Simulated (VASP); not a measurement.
Ti4W:

```
Ti W
1.0
    -2.85967    2.85967    2.85967
     2.85967   -2.85967    2.85967
     2.85967    2.85967   -2.85967
Ti W
4 1
Direct
  0.34960 0.34960 0.34960
  0.65040 0.00000 0.00000
  0.00000 0.00000 0.65040
  0.00000 0.65040 0.00000
  0.00000 0.00000 0.00000
```

```yaml
Program: VASP 6.6.1
Task: relaxation of cell and atoms
Functional: PBE
Potentials_or_basis: VASP PAW PBE potentials, release 64 (Ti_sv, W_sv)
Cutoff: 600 eV
k_mesh: 4 × 4 × 4
Occupations: gaussian, width 0.1 eV
Spin: no spin polarisation
```

At the start: pressure 101.3 GPa; volume 18.71 Å³/atom.

Problem. How do energy, volume and symmetry change on relaxing?

Solution. Over 16 steps the energy falls by 5063.4 meV/atom and the volume is 20.98 Å³/atom (+12.2 %); space group Im-3m (No. 229, to 0.05 Å).

The path:
```
step  energy change (eV)  largest force (eV/Å)  pressure (GPa)  volume (Å³)
   1              0.0000               27.7387          101.33        93.54
   2             -7.4990                1.9469           -8.75       362.55
   3             -8.5228                1.6910           -9.30       329.63
   4             -9.6037                1.4315          -10.27       301.11
   5            -19.0599                0.0265          -17.84       177.60
   6            -23.7106                0.7950          -12.72       131.11
   7            -23.8262                2.5804           -0.89       111.27
   8            -24.0990                1.4854           -7.88       120.61
   9            -24.1029                1.6122           -7.04       119.21
  10            -24.1008                1.6651           -6.68       118.65
  11            -24.8366                1.4843            0.19       105.62
  12            -24.9196                1.2421            5.70        99.46
  13            -25.2601                0.2411            3.65       101.05
  14            -25.2852                0.0823            3.03       101.66
  15            -25.3031                0.0397           -1.88       107.14
  16            -25.3168                0.0071           -0.03       104.92
```

Final structure:
```
Ti W
1.0
    -2.97119    2.97119    2.97119
     2.97119   -2.97119    2.97119
     2.97119    2.97119   -2.97119
Ti W
4 1
Direct
  0.50018 0.50018 0.50018
  0.49982 0.00000 0.00000
  0.00000 0.00000 0.49982
  0.00000 0.49982 0.00000
  0.00000 0.00000 0.00000
```

Caveat: the k points lie up to 0.37 Å⁻¹ apart in the final cell.
